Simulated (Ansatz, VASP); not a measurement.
# One calculation of PbCl2, two programs

```
Pb Cl
1.0
    12.79000    0.00000    0.00000
     0.00000    9.00000    0.00000
     0.00000    0.00000   10.60000
Pb Cl
1 2
Cartesian
  6.3961 4.5000 4.5000
  8.2923 4.5000 6.1032
  4.5000 4.5000 6.1032
```

Alike in both runs: task single point; functional PBE; k mesh 1 × 1 × 1; occupations gaussian, width 0.01 eV; non-collinear spin, spin-orbit coupling.

```csv
,VASP,Ansatz
version,VASP 6.6.1,Ansatz 0.2.0
potentials or method,"VASP PAW PBE potentials, release 64 (Pb_d, Cl), cutoff 520 eV","plane waves, PAW"
valence electrons in the cell,28,28
```

|  | VASP | Ansatz | Ansatz less VASP |
| --- | --- | --- | --- |
| rms of the force components (eV/Å) | 0.010 | 0.017 | +0.0075 |
| net moment per atom (μB) | 0.00 | 0.00 | 0.000 |

Atom by atom the forces differ by 0.008 eV/Å (rms over components). Ansatz's warnings: structure snapped to symmetry, xc potential rough in thin density.
